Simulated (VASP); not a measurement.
# Ti (Fmmm) in VASP: notebook, part 2 of 2

VASP 6.6.1. Earlier steps stand in the parts before.

**3. Single point, PBE (engineering shear strain xy -0.2200, normal strain along z +0.1000)**

Input file INCAR:

```
SYSTEM = Ti
  PREC = Accurate
  ENCUT = 520
  EDIFF = 1E-7
  ISMEAR = 0
  SIGMA = 0.15
  LREAL = .False.
  LASPH = .True.
  NELM = 60
  ALGO = Fast
  ISIF = 2
  LWAVE = .False.
  LCHARG = .True.
  GGA = PE
  LELF = .True.
  LVHAR = .True.
  NBANDS = 12
```

Input file KPOINTS:

```
Automatic mesh
0
Gamma
  20 20 20
  0 0 0
```

Input file POSCAR:

```
Ti
1.0
   -1.8066566543      1.8066566543      1.7903804682
    1.8066566543     -1.8066566543      1.7903804682
    1.4485805607      1.4485805607     -1.7903804682
Ti
1
Direct
    0.0000000000      0.0000000000      0.0000000000
```

Potentials or basis: VASP PAW PBE potentials, release 64 (Ti_sv).

On the command line:

```console
$ cat potpaw_PBE.64/Ti_sv/POTCAR > POTCAR
$ mpirun -np 1 vasp_std > vasp.out
```

OUTCAR:

```text
SYSTEM = Ti
   PREC = Accurate
   ENCUT = 520
   EDIFF = 1E-7
   ISMEAR = 0
   LREAL = .False.
   LASPH = .True.
   NELM = 60
   ISIF = 2
   GGA = PE

 ion  position               nearest neighbor table
   1  0.000  0.000  0.000-

  LATTYP: Found a face centered orthorhombic cell.
 ALAT       =     3.5807609364
 B/A-ratio  =     1.1442273369
 C/A-ratio  =     1.4270700493

  Lattice vectors:

 A1 = (  -0.3580760936,   3.2552372150,   0.0000000000)
 A2 = (  -1.8066566543,   1.8066566543,   1.7903804682)
 A3 = (   1.4485805607,   1.4485805607,   1.7903804682)

Analysis of symmetry for initial positions (statically):
=====================================================================
 Subroutine PRICEL returns:
 Original cell was already a primitive cell.

 Routine SETGRP: Setting up the symmetry group for a
 face centered orthorhombic supercell.

 Subroutine GETGRP returns: Found  8 space group operations
 (whereof  8 operations were pure point group operations)
 out of a pool of  8 trial point group operations.

The static configuration has the point symmetry D_2h.

Analysis of symmetry for dynamics (positions and initial velocities):
=====================================================================
 Subroutine PRICEL returns:
 Original cell was already a primitive cell.

 Routine SETGRP: Setting up the symmetry group for a
 face centered orthorhombic supercell.

 Subroutine GETGRP returns: Found  8 space group operations
 (whereof  8 operations were pure point group operations)
 out of a pool of  8 trial point group operations.

The dynamic configuration has the point symmetry D_2h.

 Subroutine INISYM returns: Found  8 space group operations
 (whereof  8 operations are pure point group operations),
 and found     1 'primitive' translations

----------------------------------------------------------------------------------------

                                     Primitive cell

[... 115 lines left out ...]
   AEXX    =    0.0000 exact exchange contribution
   IVDW    =     0    specifies the selected vdW correction
   LEPSILON=     F    determine dielectric tensor
   LRPA    =     F    only Hartree local field effects (RPA)
 non-spin polarized calculation
 RMM-DIIS sequential band-by-band and
 Gauss-broadening in eV      SIGMA  =   0.15
  energy-cutoff  :      520.00
  volume of cell :       18.74
 maximum number of plane-waves:       524
   NGX = 11   NGY = 11   NGZ = 11

 number of electron      11.9999999 magnetization

 Free energy of the ion-electron system (eV)
  ---------------------------------------------------
  ext. energy  EPLUGINS =         0.00000000
  ---------------------------------------------------
  free energy    TOTEN  =        -7.64184368 eV

  energy without entropy =       -7.61546148  energy(sigma->0) =       -7.62865258

 E-fermi :   7.2902     XC(G=0): -11.1237

 val. band max:        7.2898780371   @ k =  -0.1000   0.5000   0.3000
 cond. band min:       7.2919306908   @ k =  -0.1000  -0.3500   0.1000
 fundamental gap:      0.0020526537
 Fermi energy:         7.2902306323

 k-point     1 :       0.0000    0.0000    0.0000
  band No.  band energies     occupation
      1     -49.3777      2.00000
      2     -25.3815      2.00000
      3     -25.2509      2.00000
      4     -25.2065      2.00000
      5       1.5729      2.00000
      6       7.1047      1.91969
      7       8.0481      0.00000
      8       9.0635      0.00000
      9       9.5983      0.00000
     10      10.6294      0.00000
     11      22.4622      0.00000
     12      23.6685      0.00000
[... 331 lines left out ...]
 k-point    24 :      -0.3500    0.0500    0.0000
  band No.  band energies     occupation
      1     -49.2995      2.00000
      2     -25.7037      2.00000
      3     -25.4461      2.00000
      4     -25.2194      2.00000
      5       4.2108      2.00000
      6       7.2392      1.36947
      7       7.5465      0.01569
      8       9.6319      0.00000
      9       9.9345      0.00000
     10      10.3397      0.00000
     11      18.0540      0.00000
     12      20.1974      0.00000

 [... further k-points ...]

------------------------ aborting loop because EDIFF is reached ----------------------------------------

  FORCE on cell =-STRESS in cart. coord.  units (eV):
  Direction    XX          YY          ZZ          XY          YZ          ZX
  --------------------------------------------------------------------------------------
  -------------------------------------------------------------------------------------
  Total       -1.0945478     -1.0945478     -0.5421795      0.5627878     -0.0000000     -0.0000000
  in kB      -93.5667861    -93.5667861    -46.3479034     48.1095917     -0.0000000     -0.0000000
  external PRESSURE =     -77.8271585 kB  Pullay stress =       0.0000000 kB

 VOLUME and BASIS-vectors are now :
 -----------------------------------------------------------------------------
  energy-cutoff  :      520.00
  volume of cell :       18.74
      direct lattice vectors                 reciprocal lattice vectors
    -1.806656654  1.806656654  1.790380468     0.034205588  0.310959889  0.279270249
     1.806656654 -1.806656654  1.790380468     0.310959889  0.034205588  0.279270249
     1.448580561  1.448580561 -1.790380468     0.345165477  0.345165477  0.000000000

 POSITION                                       TOTAL-FORCE (eV/Angst)
 -----------------------------------------------------------------------------------
      0.00000      0.00000      0.00000        -0.000000      0.000000      0.000000
 -----------------------------------------------------------------------------------
    total drift:                                0.000000      0.000000     -0.000000

  FREE ENERGIE OF THE ION-ELECTRON SYSTEM (eV)
  ---------------------------------------------------
  free  energy   TOTEN  =        -7.6418436805 eV

  energy  without entropy=       -7.6154614836  energy(sigma->0) =       -7.62865258
```

stdout:

```text
POSCAR found type information on POSCAR Ti
 POSCAR found :  1 types and       1 ions
 scaLAPACK will be used
 LDA part: xc-table for (Slater+PW92), standard interpolation
 POSCAR, INCAR and KPOINTS ok, starting setup
 FFT: planning ... GRIDC
 FFT: planning ... GRID_SOFT
 FFT: planning ... GRID
 WAVECAR not read
 entering main loop
WARNING in EDDRMM: call to ZHEGV failed, returncode =   6  3      5
WARNING in EDDRMM: call to ZHEGV failed, returncode =   6  3      6
WARNING in EDDRMM: call to ZHEGV failed, returncode =   8  4     10
WARNING in EDDRMM: call to ZHEGV failed, returncode =   6  3      5
WARNING in EDDRMM: call to ZHEGV failed, returncode =   6  3     10
WARNING in EDDRMM: call to ZHEGV failed, returncode =   6  3      9
WARNING in EDDRMM: call to ZHEGV failed, returncode =   6  3      7
WARNING in EDDRMM: call to ZHEGV failed, returncode =   6  3      6
WARNING in EDDRMM: call to ZHEGV failed, returncode =   6  3      8
WARNING in EDDRMM: call to ZHEGV failed, returncode =   8  4     10
[... 48 lines left out ...]
WARNING in EDDRMM: call to ZHEGV failed, returncode =   6  3      5
WARNING in EDDRMM: call to ZHEGV failed, returncode =   6  3      5
WARNING in EDDRMM: call to ZHEGV failed, returncode =   6  3      5
WARNING in EDDRMM: call to ZHEGV failed, returncode =   6  3      6
WARNING in EDDRMM: call to ZHEGV failed, returncode =   8  4     11
WARNING in EDDRMM: call to ZHEGV failed, returncode =   8  4      8
WARNING in EDDRMM: call to ZHEGV failed, returncode =   6  3      7
WARNING in EDDRMM: call to ZHEGV failed, returncode =   8  4      7
WARNING in EDDRMM: call to ZHEGV failed, returncode =   6  3      9
WARNING in EDDRMM: call to ZHEGV failed, returncode =   8  4      9
```

It took 8 min on 1 thread of Intel Xeon 8259CL, shared host; peak memory 0.36 GiB.

What came out:

- Free energy: -7.6418 eV
- Pressure: -7.8 GPa
- Band gap on the k mesh: zero (bands 6 and 7 overlap by 1.43 eV)

Levels at points of the mesh, in eV from the Fermi level:
```csv
k point,band 2,band 3,band 4,band 5,band 6,band 7,band 8,band 9,band 10,band 11
"(0.00, 0.00, 0.00)",-32.67,-32.54,-32.50,-5.72,-0.19,0.76,1.77,2.31,3.34,15.17
"(0.50, 0.00, 0.00)",-33.21,-32.75,-32.50,-2.18,-0.17,0.90,2.13,3.06,3.63,7.97
"(0.50, 0.50, 0.00)",-33.02,-32.61,-32.53,-2.45,-1.05,0.06,3.44,3.53,3.59,6.82
"(0.00, 0.00, 0.50)",-33.21,-32.97,-32.65,-2.22,-0.63,2.38,2.66,3.27,4.54,10.32
"(0.50, 0.50, 0.50)",-33.10,-33.08,-32.75,-2.10,-1.46,2.75,3.29,4.47,6.13,8.78
```

Caveat: the cell differs from its parent crystal (engineering shear strain xy -0.2200, normal strain along z +0.1000); the cell stands under tension.
